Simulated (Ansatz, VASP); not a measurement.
MgTeSe3: VASP beside Ansatz

```
Mg Te Se
1.0
     3.77981    2.18228    3.58168
    -3.77981    2.18228    3.58168
     0.00000   -4.36455    3.58168
Mg Te Se
1 1 3
Direct
  0.86524 0.86524 0.86524
  0.51688 0.51688 0.51688
  0.56851 0.56851 0.05885
  0.56851 0.05885 0.56851
  0.05885 0.56851 0.56851
```

Change from the starting cell: species swapped into the CsHgCl3 type (R3m, No. 160).

Alike in both runs: task relaxation of cell and atoms; functional PBE; k mesh 6 × 6 × 6; occupations gaussian, width 0.02 eV; no spin polarisation.

|  | VASP | Ansatz |
| --- | --- | --- |
| version | VASP 6.6.1 | Ansatz 0.2.0 |
| potentials or method | VASP PAW PBE potentials, release 64 (Mg, Te, Se), cutoff 600 eV | scalar-relativistic, plane waves, PAW |
| valence electrons in the cell | 26 | 74 |

|  | VASP | Ansatz | Ansatz less VASP |
| --- | --- | --- | --- |
| gap on the k mesh at the Fermi level, each at its own relaxed structure (eV) | 0.09 | 0.09 | 0.000 |
| relaxed volume (Å³/atom) | 37.83 | 37.81 | -0.020 |
| relaxed cell length with the largest relative difference (Å) | 5.798 | 5.797 | -0.0010 |

VASP's potentials hold 26 valence electrons a cell and Ansatz's 74, so a difference there can come from the potentials and not from the codes.

Neither program's run includes spin-orbit coupling.
